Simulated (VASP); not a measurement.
# K7Mg7InF24 (a cell with a defect) in VASP: settings compared

K7Mg7InF24 (a cell with a defect) is run at these levels: PBEsol, LDA; tasks: single point.

Everything below comes from runs of VASP 6.6.1. Logs are shortened: lines on timing, memory, paths and dates and some standing lists are left out, and cuts for length are marked.

**1. The cell of the first run**

The cell holds a defect, 39 atoms: a = 7.983 Å, b = 7.983 Å, c = 7.983 Å, α = 90.00°, β = 90.00°, γ = 90.00°.

**2. Single point, PBEsol**

The input, INCAR:

```
SYSTEM = K7Mg7InF24
  PREC = Accurate
  ENCUT = 520
  EDIFF = 1E-7
  ISMEAR = -1
  SIGMA = 0.05
  LREAL = Auto
  LASPH = .TRUE.
  NELM = 60
  ALGO = Normal
  ISIF = 2
  LWAVE = .FALSE.
  LCHARG = .TRUE.
  GGA = PS
  LELF = .TRUE.
  LVHAR = .TRUE.
  NBANDS = 154
  ISYM = 0
```

The input, KPOINTS:

```
Automatic mesh
0
Gamma
  1 1 1
  0.25 0.25 0.25
```

The input, POSCAR:

```
K7Mg7InF24
1.0
    7.9825440000      0.0000000000      0.0000000000
    0.0000000000      7.9825440000      0.0000000000
    0.0000000000      0.0000000000      7.9825440000
K In Mg F
7 1 7 24
Direct
    0.9947560000      0.9913550000      0.5023740000
    0.0024340000      0.4931150000      0.0086030000
    0.9876830000      0.5032560000      0.4983010000
    0.5060270000      0.9995450000      0.0007370000
    0.5058660000      0.9993790000      0.5018450000
    0.5055770000      0.5031130000      0.0043640000
    0.5102020000      0.4960690000      0.5003320000
    0.2542760000      0.2547080000      0.2534440000
    0.2486180000      0.2454190000      0.7472710000
    0.2525180000      0.7418160000      0.2496830000
    0.2597440000      0.7467420000      0.7475990000
    0.7483780000      0.2509550000      0.2617250000
    0.7483680000      0.2517730000      0.7421240000
    0.7521550000      0.7442520000      0.2541690000
    0.7497610000      0.7459540000      0.7532500000
    0.2444990000      0.2537720000      0.9967820000
    0.2548660000      0.2515770000      0.4997090000
    0.2525400000      0.7492430000      0.9963080000
    0.2531060000      0.7455340000      0.5038040000
    0.7596230000      0.2543050000      0.9995480000
    0.7533160000      0.2571950000      0.5002380000
    0.7501110000      0.7604190000      0.0028640000
    0.7436340000      0.7485710000      0.5032980000
    0.9936330000      0.2553780000      0.2589480000
    0.0098070000      0.2536820000      0.7540680000
    0.0022200000      0.7579670000      0.2551590000
    0.0039000000      0.7507060000      0.7561480000
    0.4887830000      0.2541890000      0.2472570000
    0.5085810000      0.2598300000      0.7448200000
    0.5045090000      0.7535580000      0.2453580000
    0.5062690000      0.7438790000      0.7470550000
    0.2581910000      0.9996100000      0.2445740000
    0.2473570000      0.0007440000      0.7454740000
    0.2460900000      0.4996490000      0.2557280000
    0.2457320000      0.5051430000      0.7458190000
    0.7479770000      0.9993200000      0.2477980000
    0.7424050000      0.0032370000      0.7482870000
    0.7432620000      0.5022620000      0.2498300000
    0.7400980000      0.5046140000      0.7451980000
```

Potentials or basis: VASP PAW PBE potentials, release 64 (K_sv, In_d, Mg, F).

On the command line:

```
$ cat potpaw_PBE.64/K_sv/POTCAR potpaw_PBE.64/In_d/POTCAR potpaw_PBE.64/Mg/POTCAR potpaw_PBE.64/F/POTCAR > POTCAR
$ mpirun -np 1 vasp_std > vasp.out
```

OUTCAR:

```text
SYSTEM = K7Mg7InF24
   PREC = Accurate
   ENCUT = 520
   EDIFF = 1E-7
   ISMEAR = -1
   LREAL = Auto
   LASPH = .TRUE.
   NELM = 60
   ISIF = 2
   GGA = PS
   ISYM = 0

 ion  position               nearest neighbor table
   1  0.995  0.991  0.502-  26 2.71  23 2.79  27 2.79  33 2.80  37 2.81  36 2.83  19 2.85  14 3.40
                            15 3.42  13 3.44  12 3.44   9 3.47  11 3.48  10 3.50   8 3.56
   2  0.002  0.493  0.009-  16 2.72  20 2.72  24 2.76  34 2.77  25 2.79  38 2.83   8 3.39  10 3.41
                            14 3.44  12 3.45   9 3.48  15 3.51  13 3.51  11 3.56
   3  0.988  0.503  0.498-  21 2.71  24 2.75  23 2.76  38 2.78  39 2.79  26 2.81  34 2.83  35 2.85
                            27 2.86  25 2.86  14 3.32  12 3.36  13 3.39  15 3.39  10 3.47   8 3.51
   4  0.506  1.000  0.001-  22 2.73  36 2.76  37 2.76  30 2.77  32 2.78  28 2.83  18 2.84  15 3.43
                            11 3.47  13 3.47  14 3.48  12 3.48   9 3.49   8 3.50  10 3.50
   5  0.506  0.999  0.502-  37 2.73  23 2.76  36 2.80  31 2.83  33 2.84  30 2.84  17 2.84  29 2.84
                            32 2.85  21 2.85  12 3.38  13 3.39  11 3.43  15 3.45   9 3.45  14 3.45
   6  0.506  0.503  0.004-  38 2.73  30 2.77  28 2.78  39 2.79  31 2.81  18 2.82  22 2.83  20 2.84
                            29 2.84  10 3.40  14 3.40  15 3.40  11 3.44   8 3.45  12 3.47  13 3.49
   7  0.510  0.496  0.500-  39 2.68  29 2.71  21 2.72  38 2.73  23 2.75  31 2.79  28 2.80  17 2.82
                            12 3.33  13 3.34  14 3.39  15 3.42   8 3.43  11 3.45  10 3.48   9 3.50
   8  0.254  0.255  0.253-  28 1.87  34 1.96  17 1.97  32 2.04  16 2.05  24 2.08   2 3.39   7 3.43
                             6 3.45   5 3.48   4 3.50   3 3.51   1 3.56
   9  0.249  0.245  0.747-  25 1.91  33 1.95  17 1.98  16 1.99  35 2.07  29 2.08   5 3.45   1 3.47
                             2 3.48   4 3.49   7 3.50   3 3.54   6 3.56
  10  0.253  0.742  0.250-  34 1.93  26 2.00  30 2.01  18 2.02  19 2.03  32 2.06   6 3.40   2 3.41
                             3 3.47   7 3.48   1 3.50   4 3.50   5 3.52
  11  0.260  0.747  0.748-  35 1.93  19 1.95  31 1.97  18 1.99  33 2.03  27 2.04   5 3.43   6 3.44
                             7 3.45   4 3.47   1 3.48   3 3.53   2 3.56
  12  0.748  0.251  0.262-  21 1.90  24 1.96  38 2.01  36 2.01  28 2.08  20 2.09   7 3.33   3 3.36
                             5 3.38   1 3.44   2 3.45   6 3.47   4 3.48
  13  0.748  0.252  0.742-  29 1.92  21 1.93  37 1.99  39 2.02  20 2.06  25 2.09   7 3.34   3 3.39
                             5 3.39   1 3.44   4 3.47   6 3.49   2 3.51
  14  0.752  0.744  0.254-  38 1.93  30 1.98  23 1.99  26 2.00  22 2.01  36 2.04   3 3.32   7 3.39
                             6 3.40   1 3.40   2 3.44   5 3.45   4 3.48
  15  0.750  0.746  0.753-  39 1.93  31 1.94  22 2.00  23 2.00  27 2.03  37 2.05   3 3.39   6 3.40
                             1 3.42   7 3.42   4 3.43   5 3.45   2 3.51
  16  0.244  0.254  0.997-   9 1.99   8 2.05   2 2.72
  17  0.255  0.252  0.500-   8 1.97   9 1.98   7 2.82   5 2.84
  18  0.253  0.749  0.996-  11 1.99  10 2.02   6 2.82   4 2.84
  19  0.253  0.746  0.504-  11 1.95  10 2.03   1 2.85
  20  0.760  0.254  1.000-  13 2.06  12 2.09   2 2.72   6 2.84
  21  0.753  0.257  0.500-  12 1.90  13 1.93   3 2.71   7 2.72   5 2.85
  22  0.750  0.760  0.003-  15 2.00  14 2.01   4 2.73   6 2.83
  23  0.744  0.749  0.503-  14 1.99  15 2.00   7 2.75   5 2.76   3 2.76   1 2.79
  24  0.994  0.255  0.259-  12 1.96   8 2.08   3 2.75   2 2.76
  25  0.010  0.254  0.754-   9 1.91  13 2.09   2 2.79   3 2.86
  26  0.002  0.758  0.255-  14 2.00  10 2.00   1 2.71   3 2.81
  27  0.004  0.751  0.756-  15 2.03  11 2.04   1 2.79   3 2.86
  28  0.489  0.254  0.247-   8 1.87  12 2.08   6 2.78   7 2.80   4 2.83
  29  0.509  0.260  0.745-  13 1.92   9 2.08   7 2.71   6 2.84   5 2.84
  30  0.505  0.754  0.245-  14 1.98  10 2.01   4 2.77   6 2.77   5 2.84
  31  0.506  0.744  0.747-  15 1.94  11 1.97   7 2.79   6 2.81   5 2.83
  32  0.258  1.000  0.245-   8 2.04  10 2.06   4 2.78   5 2.85
  33  0.247  0.001  0.745-   9 1.95  11 2.03   1 2.80   5 2.84
  34  0.246  0.500  0.256-  10 1.93   8 1.96   2 2.77   3 2.83
  35  0.246  0.505  0.746-  11 1.93   9 2.07   3 2.85
  36  0.748  0.999  0.248-  12 2.01  14 2.04   4 2.76   5 2.80   1 2.83
  37  0.742  0.003  0.748-  13 1.99  15 2.05   5 2.73   4 2.76   1 2.81
  38  0.743  0.502  0.250-  14 1.93  12 2.01   6 2.73   7 2.73   3 2.78   2 2.83
  39  0.740  0.505  0.745-  15 1.93  13 2.02   7 2.68   6 2.79   3 2.79

IMPORTANT INFORMATION: All symmetrisations will be switched off!
NOSYMM: (Re-)initialisation of all symmetry stuff for point group C_1.

----------------------------------------------------------------------------------------

                                     Primitive cell

  volume of cell :     508.6558

  direct lattice vectors                    reciprocal lattice vectors
     7.982544000  0.000000000  0.000000000     0.125273346  0.000000000  0.000000000
     0.000000000  7.982544000  0.000000000     0.000000000  0.125273346  0.000000000
     0.000000000  0.000000000  7.982544000     0.000000000  0.000000000  0.125273346

  length of vectors
     7.982544000  7.982544000  7.982544000     0.125273346  0.125273346  0.125273346

  position of ions in fractional coordinates (direct lattice)
     0.994756000  0.991355000  0.502374000
     0.002434000  0.493115000  0.008603000
     0.987683000  0.503256000  0.498301000
     0.506027000  0.999545000  0.000737000
     0.505866000  0.999379000  0.501845000
[... 97 lines left out ...]

 Subroutine IBZKPT returns following result:
 ===========================================

 Found      4 irreducible k-points:

 Following reciprocal coordinates:
            Coordinates               Weight
  0.250000  0.250000  0.250000      2.000000
 -0.250000  0.250000  0.250000      2.000000
 -0.250000 -0.250000  0.250000      2.000000
  0.250000 -0.250000  0.250000      2.000000
   k-points           NKPTS =      4   k-points in BZ     NKDIM =      4   number of bands    NBANDS=    154
   number of dos      NEDOS =    301   number of ions     NIONS =     39
   total plane-waves  NPLWV = 216000
   dimension x,y,z NGX =    60 NGY =   60 NGZ =   60
   dimension x,y,z NGXF=   120 NGYF=  120 NGZF=  120
   ions per type =               7   1   7  24
   NGX,Y,Z   is equivalent  to a cutoff of  12.50, 12.50, 12.50 a.u.
   NGXF,Y,Z  is equivalent  to a cutoff of  24.99, 24.99, 24.99 a.u.
 SYSTEM =  K7Mg7InF24
   PREC   = accura    normal or accurate (medium, high low for compatibility)
   ISTART =      0    job   : 0-new  1-cont  2-samecut
   ICHARG =      2    charge: 1-file 2-atom 10-const
   ISPIN  =      1    spin polarized calculation?
   LNONCOLLINEAR =      F non collinear calculations
   LSORBIT =      F    spin-orbit coupling
   LASPH  =      T    aspherical Exc in radial PAW
   ENCUT  =  520.0 eV  38.22 Ry    6.18 a.u.  14.84 14.84 14.84*2*pi/ulx,y,z
   NELM   =     60;   NELMIN=  2; NELMDL= -5     # of ELM steps
   EDIFF  = 0.1E-06   stopping-criterion for ELM
   LREAL  =      T    real-space projection
   EDIFFG = 0.1E-05   stopping-criterion for IOM
   NSW    =      0    number of steps for IOM
   IBRION =     -1    ionic relax: 0-MD 1-quasi-New 2-CG
   NFREE  =      0    steps in history (QN), initial steepest desc. (CG)
   ISIF   =      2    stress and relaxation
   ISYM   =      0    0-nonsym 1-usesym 2-fastsym
   POTIM  = 0.5000    time-step for ionic-motion
   TEBEG  =    0.0;   TEEND  =   0.0 temperature during run
   PSTRESS=    0.0 pullay stress
   NELECT =     258.0000    total number of electrons
   NUPDOWN=      -1.0000    fix difference up-down
   EMIN   =  10.00;   EMAX   =-10.00  energy-range for DOS
   EFERMI =   0.00;   METHOD = LEGACY
   ISMEAR =    -1;   SIGMA  =   0.05  broadening in eV -4-tet -1-fermi 0-gaus
   EFERMI_NEDOS =   21; number of points for ismear=-14 and -15
   IALGO  =     38    algorithm
   IMIX   =      4    mixing-type and parameters
     AMIX     =   0.40;   BMIX     =  1.00
     AMIX_MAG =   1.60;   BMIX_MAG =  1.00
  volume/ion in A,a.u.               =      13.04        88.01
  Fermi-wavevector in a.u.,A,eV,Ry     =   1.305590  2.467207 23.192011  1.704565
  Thomas-Fermi vector in A             =   2.436449
   LORBIT       =      0    0 simple, 1 ext, 2 COOP (PROOUT), +10 PAW based schemes
   GGA     = PS    functional components
   LHFCALC =     F    Hartree Fock is set to
   AEXX    =    0.0000 exact exchange contribution
   IVDW    =     0    specifies the selected vdW correction
   LEPSILON=     F    determine dielectric tensor
   LRPA    =     F    only Hartree local field effects (RPA)
 non-spin polarized calculation
  energy-cutoff  :      520.00
  volume of cell :      508.66
 maximum number of plane-waves:     13679
   NGX = 29   NGY = 29   NGZ = 29

 number of electron     258.0000071 magnetization

 Free energy of the ion-electron system (eV)
  ---------------------------------------------------
  ext. energy  EPLUGINS =         0.00000000
  ---------------------------------------------------
  free energy    TOTEN  =      -193.30310536 eV

  energy without entropy =     -193.30310536  energy(sigma->0) =     -193.30310536

 E-fermi :   0.2582     XC(G=0):  -9.7604

 val. band max:       -1.0161667947   @ k =   0.2500  -0.2500   0.2500
 cond. band min:       4.7401540508   @ k =   0.2500   0.2500   0.2500
 fundamental gap:      5.7563208454
 Fermi energy:         0.2581901845

 k-point     1 :       0.2500    0.2500    0.2500
  band No.  band energies     occupation
      1     -27.6012      2.00000
      2     -27.4422      2.00000
      3     -27.4244      2.00000
      4     -27.3960      2.00000
      5     -27.0836      2.00000
      6     -27.0244      2.00000
[... 565 lines left out ...]
    140       8.8185      0.00000
    141       8.8609      0.00000
 [bands above 141 left out]

------------------------ aborting loop because EDIFF is reached ----------------------------------------

  FORCE on cell =-STRESS in cart. coord.  units (eV):
  Direction    XX          YY          ZZ          XY          YZ          ZX
  --------------------------------------------------------------------------------------
  -------------------------------------------------------------------------------------
  Total        9.7782706      7.2052415      6.1629300     -0.6958166     -0.2059054     -0.4800948
  in kB       30.7998549     22.6952598     19.4121597     -2.1917015     -0.6485662     -1.5122154
  external PRESSURE =      24.3024248 kB  Pullay stress =       0.0000000 kB

 VOLUME and BASIS-vectors are now :
 -----------------------------------------------------------------------------
  energy-cutoff  :      520.00
  volume of cell :      508.66
      direct lattice vectors                 reciprocal lattice vectors
     7.982544000  0.000000000  0.000000000     0.125273346  0.000000000  0.000000000
     0.000000000  7.982544000  0.000000000     0.000000000  0.125273346  0.000000000
     0.000000000  0.000000000  7.982544000     0.000000000  0.000000000  0.125273346

 POSITION                                       TOTAL-FORCE (eV/Angst)
 -----------------------------------------------------------------------------------
      7.94068      7.91353      4.01022        -0.025464     -0.171337      0.290193
      0.01943      3.93631      0.06867        -0.293055      0.372989     -0.595387
      7.88422      4.01726      3.97771         0.168227      0.305912      0.509599
      4.03938      7.97891      0.00588         0.251161     -0.233496     -0.263470
      4.03810      7.97759      4.00600         0.080350     -0.386607      0.224100
      4.03579      4.01612      0.03484         0.191669      0.220381     -0.491114
[... 31 lines left out ...]
      5.93312      4.00933      1.99428        -0.003203     -0.554053      0.202194
      5.90786      4.02810      5.94858         0.270106     -0.554399     -0.013045
 -----------------------------------------------------------------------------------
    total drift:                                0.021178      0.005412      0.012357

  FREE ENERGIE OF THE ION-ELECTRON SYSTEM (eV)
  ---------------------------------------------------
  free  energy   TOTEN  =      -193.3031053642 eV

  energy  without entropy=     -193.3031053642  energy(sigma->0) =     -193.30310536
```

Run time: 13 min. Hardware: 1 thread of Intel Xeon Platinum 8259CL at 2.50GHz (Skylake/Cascade Lake), shared host; peak memory 0.6 GiB.

What came out:

* Free energy: -193.3031 eV
* Pressure: 2.4 GPa
* Largest force: 5.168 eV/Å
* Band gap on the k mesh: 5.76 eV

Forces on the atoms (eV/Å):
```
K   -0.025 -0.171  0.290
K   -0.293  0.373 -0.595
K    0.168  0.306  0.510
K    0.251 -0.233 -0.263
K    0.080 -0.387  0.224
K    0.192  0.220 -0.491
K   -0.094  0.472  0.405
In  -4.289 -2.289 -1.755
Mg   0.016  0.135  0.604
Mg  -0.363  1.367 -0.444
Mg  -1.008  0.663  0.689
Mg   0.406 -0.683 -1.711
Mg   1.103 -0.388  1.488
Mg   0.362  1.281 -0.802
Mg   0.872  1.041  0.618
F    0.429  0.275 -0.353
F    0.053  0.006  1.685
F    0.438 -0.445  0.582
F    0.159  0.002 -0.789
F   -0.587  0.359  0.372
F   -0.196 -0.034 -0.159
F   -0.291 -0.672  0.045
F    0.130 -0.083 -0.267
F    0.064  0.212  0.283
F   -0.809  0.291 -0.626
F    0.149 -0.623  0.336
F   -0.264 -0.356 -0.543
F    4.491  0.105  0.062
F   -1.044 -0.118 -0.037
F   -0.530 -0.328  0.262
F   -0.395  0.090  0.009
F    0.139 -0.709  0.391
F    0.620  0.024 -0.341
F    0.055  1.855  0.013
F    0.307 -0.879 -0.055
F   -0.376  0.468  0.655
F   -0.188 -0.040 -0.481
F   -0.003 -0.554  0.202
F    0.270 -0.554 -0.013
```

Stress tensor (GPa, compression positive):
```
 3.08 -0.22 -0.15
-0.22  2.27 -0.06
-0.15 -0.06  1.94
```

Caveat: the PAW data sets were made with another functional, which shifts forces and pressure a little; spin-orbit coupling is left out, which moves the levels of the heavy elements.

**3. Single point, LDA**

The input, INCAR:

```
PREC = Accurate
ENCUT = 520
EDIFF = 1E-7
ISMEAR = -1
SIGMA = 0.05
LREAL = Auto
LASPH = T
NELM = 100
ALGO = Normal
ISIF = 2
LWAVE = F
LCHARG = F
GGA = CA
NBANDS = 154
ISYM = 0
```

KPOINTS is that of step 2.

POSCAR is that of step 2.

Potentials or basis: VASP PAW LDA potentials, release 64 (K_sv, In_d, Mg, F).

On the command line:

```
$ cat potpaw_LDA.64/K_sv/POTCAR potpaw_LDA.64/In_d/POTCAR potpaw_LDA.64/Mg/POTCAR potpaw_LDA.64/F/POTCAR > POTCAR
$ mpirun -np 1 vasp_std > vasp.out
```

It took 13 min on 1 thread of Intel Xeon Platinum 8259CL at 2.50GHz (Skylake/Cascade Lake), shared host; peak memory 0.52 GiB.

Results (log left out):

```
Free energy            : -207.3564 eV
Pressure               : -2.6 GPa
Largest force          : 5.037 eV/Å
Band gap on the k mesh : 5.65 eV
```

Forces in eV/Å, atoms in the order of the input:
```
K   -0.037 -0.194  0.292
K   -0.281  0.342 -0.585
K    0.146  0.301  0.501
K    0.271 -0.255 -0.245
K    0.095 -0.397  0.232
K    0.210  0.227 -0.483
K   -0.063  0.462  0.422
In  -4.176 -2.237 -1.713
Mg  -0.028  0.120  0.591
Mg  -0.357  1.324 -0.435
Mg  -0.988  0.621  0.670
Mg   0.434 -0.669 -1.651
Mg   1.046 -0.382  1.440
Mg   0.339  1.250 -0.792
Mg   0.827  0.995  0.605
F    0.448  0.316 -0.305
F    0.065  0.011  1.594
F    0.474 -0.478  0.559
F    0.159 -0.003 -0.749
F   -0.609  0.403  0.356
F   -0.200 -0.013 -0.162
F   -0.343 -0.695  0.047
F    0.123 -0.094 -0.261
F    0.080  0.260  0.315
F   -0.741  0.325 -0.647
F    0.144 -0.655  0.382
F   -0.256 -0.387 -0.580
F    4.300  0.117  0.074
F   -0.972 -0.106 -0.060
F   -0.503 -0.328  0.251
F   -0.372  0.079  0.002
F    0.183 -0.635  0.416
F    0.639  0.042 -0.379
F    0.054  1.768  0.009
F    0.304 -0.823 -0.057
F   -0.412  0.458  0.685
F   -0.233 -0.022 -0.517
F   -0.009 -0.526  0.216
F    0.240 -0.522 -0.040
```

Stress tensor (GPa, compression positive):
```
-1.92 -0.21 -0.15
-0.21 -2.73 -0.07
-0.15 -0.07 -3.07
```

Levels at points of the mesh, in eV from the valence-band top:
```csv
k point,band 126,band 127,band 128,band 129,band 130,band 131,band 132,band 133
"(0.25, 0.25, 0.25)",-0.39,-0.20,-0.09,0.00,5.65,7.58,8.22,8.25
```

Caveat: spin-orbit coupling is left out, which moves the levels of the heavy elements.
